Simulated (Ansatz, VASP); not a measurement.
## Two plane-wave programs on LiHgS

```xyz
3
Lattice="3.6033 0.0000 0.0000 0.0000 3.6033 0.0000 0.0000 0.0000 5.2294" Properties=species:S:1:pos:R:3 pbc="T T T"
Li    1.8016    1.8016    2.6147
Hg    0.0000    0.0000    0.0000
S     0.0000    0.0000    2.6147
```

Alike in both runs: functional PBE; k mesh 6 × 6 × 4; occupations gaussian, width 0.1 eV; no spin polarisation.

Ansatz relaxed the structure, and its values are those at the end. VASP's run is a single point on that final structure, the one shown.

```csv
,VASP,Ansatz
version,VASP 6.6.1,Ansatz 0.2.0
potentials or method,"VASP PAW PBE potentials, release 64 (Li_sv, Hg_sv_GW, S), cutoff 750 eV","scalar-relativistic, plane waves, PAW"
valence electrons in the cell,29,29
```

```tsv
	VASP	Ansatz	Ansatz less VASP
gap on the k mesh at the Fermi level (eV)	none	none	-
pressure (GPa)	0.0	0.1	+0.12
```

A gap of «none» marks a metal or a gap that the smearing closes. The functional is the same, so the differences come from potentials, cutoffs and numerics.

Neither program's run includes spin-orbit coupling.
